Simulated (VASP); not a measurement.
# HgTe (Coloradoite) (F-43m) in VASP: a series of runs, part 2 of 2

VASP 6.6.1.

## (3) Single point, RPBE+D4

This run uses another cell than the first one, of 35.01 Å³/atom, 1.050 times its volume.

INCAR reads:

```
SYSTEM = HgTe
PREC     = Accurate       ! precision mode
ENCUT    = 520            ! plane-wave cutoff, eV
EDIFF    = 1E-6           ! SCF threshold, eV
ISMEAR   = -1             ! smearing method
SIGMA    = 0.05           ! smearing width, eV
LREAL    = .False.        ! projectors in reciprocal space
LASPH    = .True.         ! aspherical terms in the spheres
NELM     = 100            ! most SCF steps
ALGO     = Normal         ! electronic algorithm
ISIF     = 2              ! what is computed and relaxed
LWAVE    = .False.        ! write WAVECAR
LCHARG   = .False.        ! write CHGCAR
GGA      = RP             ! functional
IVDW     = 13             ! dispersion correction
NBANDS   = 16             ! bands
```

KPOINTS reads:

```
Automatic mesh
0
Gamma
  7 7 7
  0 0 0
```

POSCAR reads:

```
HgTe
1.0
    0.0000000000      3.2713464686      3.2713464686
    3.2713464686      0.0000000000      3.2713464686
    3.2713464686      3.2713464686      0.0000000000
Hg Te
1 1
Direct
    0.0000000000      0.0000000000      0.0000000000
    0.7500000000      0.7500000000      0.7500000000
```

Potentials or basis: VASP PAW PBE potentials, release 64 (Hg, Te).

Started as:

```
> cat potpaw_PBE.64/Hg/POTCAR potpaw_PBE.64/Te/POTCAR > POTCAR
> mpirun -np 1 vasp_std > vasp.out
```

OUTCAR:

```text
SYSTEM = HgTe
   PREC = Accurate
   ENCUT = 520
   EDIFF = 1E-6
   ISMEAR = -1
   LREAL = .False.
   LASPH = .True.
   NELM = 100
   ISIF = 2
   GGA = RP
   IVDW = 13

 ion  position               nearest neighbor table
   1  0.000  0.000  0.000-   2 2.83   2 2.83   2 2.83   2 2.83
   2  0.750  0.750  0.750-   1 2.83   1 2.83   1 2.83   1 2.83

  LATTYP: Found a face centered cubic cell.
 ALAT       =     6.5426929372

  Lattice vectors:

 A1 = (   0.0000000000,   3.2713464686,   3.2713464686)
 A2 = (   3.2713464686,   0.0000000000,   3.2713464686)
 A3 = (   3.2713464686,   3.2713464686,   0.0000000000)

Analysis of symmetry for initial positions (statically):
=====================================================================
 Subroutine PRICEL returns:
 Original cell was already a primitive cell.

 Routine SETGRP: Setting up the symmetry group for a
 face centered cubic supercell.

 Subroutine GETGRP returns: Found 24 space group operations
 (whereof 24 operations were pure point group operations)
 out of a pool of 48 trial point group operations.

The static configuration has the point symmetry T_d .

Analysis of symmetry for dynamics (positions and initial velocities):
=====================================================================
[... 156 lines left out ...]
 fundamental gap:      0.7438807201
 Fermi energy:         2.8798852600

 k-point     1 :       0.0000    0.0000    0.0000
  band No.  band energies     occupation
      1      -8.8559      2.00000
      2      -4.3186      2.00000
      3      -4.3186      2.00000
      4      -4.3186      2.00000
      5      -3.8358      2.00000
      6      -3.8358      2.00000
[... 357 lines left out ...]
      3      -4.0794      2.00000
      4      -3.8929      2.00000
      5      -3.8428      2.00000
      6      -3.3205      2.00000
[... 8 lines left out ...]
     15      12.9224      0.00000
     16      14.5810      0.00000

------------------------ aborting loop because EDIFF is reached ----------------------------------------

  DFT-D4 for vdW energy calculation

  Edisp (eV):   -1.28957

  FORCE on cell =-STRESS in cart. coord.  units (eV):
  Direction    XX          YY          ZZ          XY          YZ          ZX
  --------------------------------------------------------------------------------------
  -------------------------------------------------------------------------------------
  Total       0.01884     0.01884     0.01884     0.00000     0.00000     0.00000
  in kB       0.43102     0.43102     0.43102     0.00000     0.00000     0.00000
  external pressure =        0.43 kB  Pullay stress =        0.00 kB

 VOLUME and BASIS-vectors are now :
 -----------------------------------------------------------------------------
  energy-cutoff  :      520.00
  volume of cell :       70.02
      direct lattice vectors                 reciprocal lattice vectors
     0.000000000  3.271346469  3.271346469    -0.152842264  0.152842264  0.152842264
     3.271346469  0.000000000  3.271346469     0.152842264 -0.152842264  0.152842264
     3.271346469  3.271346469  0.000000000     0.152842264  0.152842264 -0.152842264

 POSITION                                       TOTAL-FORCE (eV/Angst)
 -----------------------------------------------------------------------------------
      0.00000      0.00000      0.00000         0.000000     -0.000000      0.000000
      4.90702      4.90702      4.90702        -0.000000      0.000000     -0.000000
 -----------------------------------------------------------------------------------
    total drift:                                0.000000      0.000000      0.000000

  FREE ENERGIE OF THE ION-ELECTRON SYSTEM (eV)
  ---------------------------------------------------
  free  energy   TOTEN  =        -4.1824613330 eV

  energy  without entropy=       -4.1817088846  energy(sigma->0) =       -4.18208511
```

stdout:

```text
POSCAR found type information on POSCAR HgTe
 POSCAR found :  2 types and       2 ions
 scaLAPACK will be used
 -----------------------------------------------------------------------------
|                                                                             |
|                                                                             |
|     You enforced a specific xc type in the INCAR file but a different       |
|     I HOPE YOU KNOW WHAT YOU ARE DOING!                                     |
|                                                                             |
 -----------------------------------------------------------------------------

 LDA part: xc-table for (Slater+PW92), standard interpolation
 POSCAR, INCAR and KPOINTS ok, starting setup
 FFT: planning ... GRIDC
 FFT: planning ... GRID_SOFT
 FFT: planning ... GRID
 WAVECAR not read
 entering main loop
```

It took 29 s on 1 thread of Intel Xeon 8259CL, shared host; peak memory 0.21 GiB.

Results:

```
Free energy                : -4.1825 eV
Pressure                   : 0.0 GPa
Band gap on the k mesh     : zero (filled and empty bands touch)
Dispersion energy per atom : -0.645 eV
```

Caveat: the PAW data sets were made with another functional, which shifts forces and pressure a little; spin-orbit coupling is left out, which moves the levels of the heavy elements; pairwise dispersion overbinds metals, which lowers pressure and volume.

## (4) Single point, PBE

This run uses another cell than the first one, of 36.82 Å³/atom, 1.104 times its volume.

INCAR reads:

```
SYSTEM = HgTe
PREC = Accurate
ENCUT = 520
EDIFF = 1E-6
ISMEAR = -1
SIGMA = 0.05
LREAL = .False.
LASPH = .True.
NELM = 100
ALGO = Normal
ISIF = 2
LWAVE = .False.
LCHARG = .True.
GGA = PE
LELF = .True.
LVHAR = .True.
NBANDS = 16
```

KPOINTS is that of step 3.

POSCAR reads:

```
HgTe
1.0
    0.0000000000      3.3267553295      3.3267553295
    3.3267553295      0.0000000000      3.3267553295
    3.3267553295      3.3267553295      0.0000000000
Hg Te
1 1
Direct
    0.0000000000      0.0000000000      0.0000000000
    0.7500000000      0.7500000000      0.7500000000
```

Potentials or basis: VASP PAW PBE potentials, release 64 (Hg, Te).

Started as:

```
> cat potpaw_PBE.64/Hg/POTCAR potpaw_PBE.64/Te/POTCAR > POTCAR
> mpirun -np 1 vasp_std > vasp.out
```

OUTCAR:

```text
SYSTEM = HgTe
   PREC = Accurate
   ENCUT = 520
   EDIFF = 1E-6
   ISMEAR = -1
   LREAL = .False.
   LASPH = .True.
   NELM = 100
   ISIF = 2
   GGA = PE

 ion  position               nearest neighbor table
   1  0.000  0.000  0.000-   2 2.88   2 2.88   2 2.88   2 2.88
   2  0.750  0.750  0.750-   1 2.88   1 2.88   1 2.88   1 2.88

  LATTYP: Found a face centered cubic cell.
 ALAT       =     6.6535106590

  Lattice vectors:

 A1 = (   0.0000000000,   3.3267553295,   3.3267553295)
 A2 = (   3.3267553295,   0.0000000000,   3.3267553295)
 A3 = (   3.3267553295,   3.3267553295,   0.0000000000)

Analysis of symmetry for initial positions (statically):
=====================================================================
 Subroutine PRICEL returns:
 Original cell was already a primitive cell.

 Routine SETGRP: Setting up the symmetry group for a
 face centered cubic supercell.

 Subroutine GETGRP returns: Found 24 space group operations
 (whereof 24 operations were pure point group operations)
 out of a pool of 48 trial point group operations.

The static configuration has the point symmetry T_d .

Analysis of symmetry for dynamics (positions and initial velocities):
=====================================================================
 Subroutine PRICEL returns:
 Original cell was already a primitive cell.

 Routine SETGRP: Setting up the symmetry group for a
 face centered cubic supercell.

 Subroutine GETGRP returns: Found 24 space group operations
 (whereof 24 operations were pure point group operations)
 out of a pool of 48 trial point group operations.

The dynamic configuration has the point symmetry T_d .

 Subroutine INISYM returns: Found 24 space group operations
 (whereof 24 operations are pure point group operations),
 and found     1 'primitive' translations

----------------------------------------------------------------------------------------

                                     Primitive cell

  volume of cell :      73.6364

  direct lattice vectors                    reciprocal lattice vectors
     0.000000000  3.326755330  3.326755330    -0.150296595  0.150296595  0.150296595
     3.326755330  0.000000000  3.326755330     0.150296595 -0.150296595  0.150296595
     3.326755330  3.326755330  0.000000000     0.150296595  0.150296595 -0.150296595

  length of vectors
     4.704742506  4.704742506  4.704742506     0.260321340  0.260321340  0.260321340

  position of ions in fractional coordinates (direct lattice)
     0.000000000  0.000000000  0.000000000
     0.750000000  0.750000000  0.750000000

  ion indices of the primitive-cell ions
   primitive index   ion index
                 1           1
                 2           2

----------------------------------------------------------------------------------------

 KPOINTS: Automatic mesh

Automatic generation of k-mesh.
 Grid dimensions read from file:
 generate k-points for:    7    7    7

 Generating k-lattice:

  Cartesian coordinates                     Fractional coordinates (reciprocal lattice)
    -0.021470942  0.021470942  0.021470942     0.142857143  0.000000000  0.000000000
     0.021470942 -0.021470942  0.021470942     0.000000000  0.142857143  0.000000000
     0.021470942  0.021470942 -0.021470942     0.000000000  0.000000000  0.142857143

  Length of vectors
     0.037188763  0.037188763  0.037188763

  Shift w.r.t. Gamma in fractional coordinates (k-lattice)
     0.000000000  0.000000000  0.000000000

 Subroutine IBZKPT returns following result:
 ===========================================

 Found     20 irreducible k-points:

 Following reciprocal coordinates:
            Coordinates               Weight
  0.000000  0.000000  0.000000      1.000000
  0.142857  0.000000  0.000000      8.000000
  0.285714  0.000000  0.000000      8.000000
  0.428571  0.000000  0.000000      8.000000
  0.142857  0.142857  0.000000      6.000000
  0.285714  0.142857  0.000000     24.000000
[... 12 lines left out ...]
 -0.428571  0.428571  0.142857     24.000000
 -0.285714  0.428571  0.142857     24.000000
   k-points           NKPTS =     20   k-points in BZ     NKDIM =     20   number of bands    NBANDS=     16
   number of dos      NEDOS =    301   number of ions     NIONS =      2
   total plane-waves  NPLWV =  46656
   dimension x,y,z NGX =    36 NGY =   36 NGZ =   36
   dimension x,y,z NGXF=    72 NGYF=   72 NGZF=   72
   ions per type =               1   1
   NGX,Y,Z   is equivalent  to a cutoff of  12.72, 12.72, 12.72 a.u.
   NGXF,Y,Z  is equivalent  to a cutoff of  25.44, 25.44, 25.44 a.u.
 SYSTEM =  HgTe
   PREC   = accura    normal or accurate (medium, high low for compatibility)
   ISTART =      0    job   : 0-new  1-cont  2-samecut
   ICHARG =      2    charge: 1-file 2-atom 10-const
   ISPIN  =      1    spin polarized calculation?
   LNONCOLLINEAR =      F non collinear calculations
   LSORBIT =      F    spin-orbit coupling
   LASPH  =      T    aspherical Exc in radial PAW
   ENCUT  =  520.0 eV  38.22 Ry    6.18 a.u.   8.75  8.75  8.75*2*pi/ulx,y,z
   NELM   =    100;   NELMIN=  2; NELMDL= -5     # of ELM steps
   EDIFF  = 0.1E-05   stopping-criterion for ELM
   LREAL  =      F    real-space projection
   EDIFFG = 0.1E-04   stopping-criterion for IOM
   NSW    =      0    number of steps for IOM
   IBRION =     -1    ionic relax: 0-MD 1-quasi-New 2-CG
   NFREE  =      0    steps in history (QN), initial steepest desc. (CG)
   ISIF   =      2    stress and relaxation
   ISYM   =      2    0-nonsym 1-usesym 2-fastsym
   POTIM  = 0.5000    time-step for ionic-motion
   TEBEG  =    0.0;   TEEND  =   0.0 temperature during run
   PSTRESS=    0.0 pullay stress
   NELECT =      18.0000    total number of electrons
   NUPDOWN=      -1.0000    fix difference up-down
   EMIN   =  10.00;   EMAX   =-10.00  energy-range for DOS
   EFERMI =   0.00;   METHOD = LEGACY
   ISMEAR =    -1;   SIGMA  =   0.05  broadening in eV -4-tet -1-fermi 0-gaus
   EFERMI_NEDOS =   21; number of points for ismear=-14 and -15
   IALGO  =     38    algorithm
   IMIX   =      4    mixing-type and parameters
     AMIX     =   0.40;   BMIX     =  1.00
     AMIX_MAG =   1.60;   BMIX_MAG =  1.00
  volume/ion in A,a.u.               =      36.82       248.46
  Fermi-wavevector in a.u.,A,eV,Ry     =   1.023611  1.934344 14.255896  1.047779
  Thomas-Fermi vector in A             =   2.157353
   LORBIT       =      0    0 simple, 1 ext, 2 COOP (PROOUT), +10 PAW based schemes
   GGA     = PE    functional components
   LHFCALC =     F    Hartree Fock is set to
   AEXX    =    0.0000 exact exchange contribution
   IVDW    =     0    specifies the selected vdW correction
   LEPSILON=     F    determine dielectric tensor
   LRPA    =     F    only Hartree local field effects (RPA)
 non-spin polarized calculation
  energy-cutoff  :      520.00
  volume of cell :       73.64
 maximum number of plane-waves:      2006
   NGX = 17   NGY = 17   NGZ = 17

 number of electron      17.9999998 magnetization

 Free energy of the ion-electron system (eV)
  ---------------------------------------------------
  ext. energy  EPLUGINS =         0.00000000
  ---------------------------------------------------
  free energy    TOTEN  =        -3.64790137 eV

  energy without entropy =       -3.64708740  energy(sigma->0) =       -3.64749438

 E-fermi :   2.2734     XC(G=0):  -8.3514

 val. band max:        2.2248315628   @ k =   0.0000   0.0000   0.0000
 cond. band min:       2.8593239805   @ k =   0.1429   0.0000   0.0000
 fundamental gap:      0.6344924177
 Fermi energy:         2.2733763377

 k-point     1 :       0.0000    0.0000    0.0000
  band No.  band energies     occupation
      1      -9.1808      2.00000
      2      -4.6627      2.00000
      3      -4.6627      2.00000
      4      -4.6627      2.00000
      5      -4.2322      2.00000
      6      -4.2322      2.00000
[... 8 lines left out ...]
     15      11.6509      0.00000
     16      11.6509      0.00000
[... 343 lines left out ...]
 k-point    20 :      -0.2857    0.4286    0.1429
  band No.  band energies     occupation
      1      -8.5620      2.00000
      2      -4.4838      2.00000
      3      -4.4509      2.00000
      4      -4.2828      2.00000
      5      -4.2364      2.00000
      6      -3.7865      2.00000
[... 8 lines left out ...]
     15      12.1365      0.00000
     16      13.6579      0.00000

------------------------ aborting loop because EDIFF is reached ----------------------------------------

  FORCE on cell =-STRESS in cart. coord.  units (eV):
  Direction    XX          YY          ZZ          XY          YZ          ZX
  --------------------------------------------------------------------------------------
  -------------------------------------------------------------------------------------
  Total        0.0124097      0.0124097      0.0124097     -0.0000000     -0.0000000      0.0000000
  in kB        0.2700092      0.2700092      0.2700092     -0.0000000     -0.0000000      0.0000000
  external PRESSURE =       0.2700092 kB  Pullay stress =       0.0000000 kB

 VOLUME and BASIS-vectors are now :
 -----------------------------------------------------------------------------
  energy-cutoff  :      520.00
  volume of cell :       73.64
      direct lattice vectors                 reciprocal lattice vectors
     0.000000000  3.326755330  3.326755330    -0.150296595  0.150296595  0.150296595
     3.326755330  0.000000000  3.326755330     0.150296595 -0.150296595  0.150296595
     3.326755330  3.326755330  0.000000000     0.150296595  0.150296595 -0.150296595

 POSITION                                       TOTAL-FORCE (eV/Angst)
 -----------------------------------------------------------------------------------
      0.00000      0.00000      0.00000        -0.000000     -0.000000     -0.000000
      4.99013      4.99013      4.99013         0.000000      0.000000      0.000000
 -----------------------------------------------------------------------------------
    total drift:                                0.000000      0.000000      0.000000

  FREE ENERGIE OF THE ION-ELECTRON SYSTEM (eV)
  ---------------------------------------------------
  free  energy   TOTEN  =        -3.6479013697 eV

  energy  without entropy=       -3.6470873988  energy(sigma->0) =       -3.64749438
```

OSZICAR:

```text
N       E                     dE             d eps       ncg     rms          rms(c)
DAV:   1     0.106249363362E+03    0.10625E+03   -0.80575E+03   640   0.971E+02
DAV:   2     0.118612394931E-01   -0.10624E+03   -0.98834E+02   728   0.224E+02
DAV:   3    -0.381204430625E+01   -0.38239E+01   -0.38151E+01   776   0.444E+01
DAV:   4    -0.384936366180E+01   -0.37319E-01   -0.37318E-01   952   0.390E+00
DAV:   5    -0.384946915493E+01   -0.10549E-03   -0.10549E-03   824   0.197E-01    0.632E+00
DAV:   6    -0.365413818837E+01    0.19533E+00   -0.38509E-01   760   0.790E+00    0.515E+00
DAV:   7    -0.364823418267E+01    0.59040E-02   -0.85153E-02   712   0.193E+00    0.204E+00
DAV:   8    -0.364782596826E+01    0.40821E-03   -0.83179E-03   752   0.101E+00    0.458E-01
DAV:   9    -0.364785726705E+01   -0.31299E-04   -0.69334E-04   784   0.288E-01    0.924E-02
DAV:  10    -0.364788807572E+01   -0.30809E-04   -0.86963E-05   768   0.800E-02    0.453E-02
DAV:  11    -0.364790203129E+01   -0.13956E-04   -0.24663E-05   736   0.330E-02    0.198E-02
DAV:  12    -0.364790136971E+01    0.66159E-06   -0.29921E-06   768   0.108E-02
   1 F= -.36479014E+01 E0= -.36474944E+01  d E =-.813971E-03
```

stdout:

```text
POSCAR found type information on POSCAR HgTe
 POSCAR found :  2 types and       2 ions
 scaLAPACK will be used
 LDA part: xc-table for (Slater+PW92), standard interpolation
 POSCAR, INCAR and KPOINTS ok, starting setup
 FFT: planning ... GRIDC
 FFT: planning ... GRID_SOFT
 FFT: planning ... GRID
 WAVECAR not read
 entering main loop
```

It took 32 s on 1 thread of Intel Xeon 8259CL, shared host; peak memory 0.21 GiB.

Results:

| Property | Result |
| --- | --- |
| Free energy | -3.6479 eV |
| Pressure | 0.0 GPa |
| Band gap on the k mesh | zero (filled and empty bands touch) |

Levels at points of the mesh, in eV from the Fermi level:
| k point | band 7 | band 8 | band 9 | band 10 | band 11 | band 12 |
| --- | --- | --- | --- | --- | --- | --- |
| (0.00, 0.00, 0.00) | -0.98 | -0.05 | -0.05 | -0.05 | 4.33 | 4.33 |

Caveat: spin-orbit coupling is left out, which moves the levels of the heavy elements.

## (5) Summary

| level | potentials or basis | cell | gap on the mesh (eV) | pressure (GPa) |
| --- | --- | --- | --- | --- |
| LDA | VASP PAW LDA potentials, release 64 (Hg, Te) | a = 4.552 Å, angles 60.0°, 2 atoms | none | 0.3 |
| RPBE+D4 | VASP PAW PBE potentials, release 64 (Hg, Te) | a = 4.626 Å, angles 60.0°, 2 atoms | none | 0.0 |
| PBE | VASP PAW PBE potentials, release 64 (Hg, Te) | a = 4.705 Å, angles 60.0°, 2 atoms | none | 0.0 |

Alike in all rows: task single point; no spin polarisation; k mesh 7 × 7 × 7; cutoff (eV) 520; smearing fermi-dirac 0.05 eV.

Caveats: spin-orbit coupling is left out, which moves the levels of the heavy elements; the PAW data sets were made with another functional, which shifts forces and pressure a little (some runs); pairwise dispersion overbinds metals, which lowers pressure and volume (some runs).

Absolute energies hang on the potentials; compare differences alone.
